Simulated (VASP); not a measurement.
Al3Si2I: single point with PBE

Al3Si2I:

```
Al Si I
1.0
     4.55214    0.00000    0.00000
     0.00000    4.55214    0.00000
     0.00000    0.00000    6.42790
Al Si I
3 2 1
Direct
  0.50000 0.50000 0.00000
  0.00000 0.00000 0.00000
  0.50000 0.50000 0.50000
  0.00000 0.50000 0.18380
  0.50000 0.00000 0.81620
  0.00000 0.00000 0.50000
```

The cell was generated, and may not be a known phase.

| Item | Value |
| --- | --- |
| Program | VASP 6.6.1 |
| Task | single point |
| Functional | PBE |
| Potentials or basis | VASP PAW PBE potentials, release 64 (Al, Si, I) |
| Cutoff | 500 eV |
| k mesh | 3 × 3 × 2 |
| Occupations | gaussian, width 0.15 eV |
| Spin | no spin polarisation |

```yaml
Pressure: 0.1 GPa
Largest_force: 0.029 eV/Å
Band_gap_on_the_k_mesh: zero (bands 12 and 13 overlap by 0.76 eV)
```

Forces in eV/Å, atoms in the order of the input:
```
Al   0.000  0.000  0.000
Al   0.000  0.000  0.000
Al   0.000  0.000  0.000
Si   0.000  0.000 -0.029
Si   0.000  0.000  0.029
I    0.000  0.000  0.000
```

Levels at points of the mesh, in eV from the Fermi level:
```tsv
k point	band 9	band 10	band 11	band 12	band 13	band 14	band 15	band 16
(0.00, 0.00, 0.00)	-2.31	-1.38	-0.86	-0.68	-0.68	0.17	0.33	3.26
(0.00, 0.00, 0.50)	-3.22	-2.57	-0.67	0.08	0.43	0.43	2.12	2.84
```

It took 27 s on 1 thread of Intel Xeon 8259CL, on a shared host, peak memory 0.24 GiB.

Caveat: the k points lie up to 0.49 Å⁻¹ apart, too coarse for converged energies and pressures of a metal; spin-orbit coupling is left out, which moves the levels of the heavy elements.
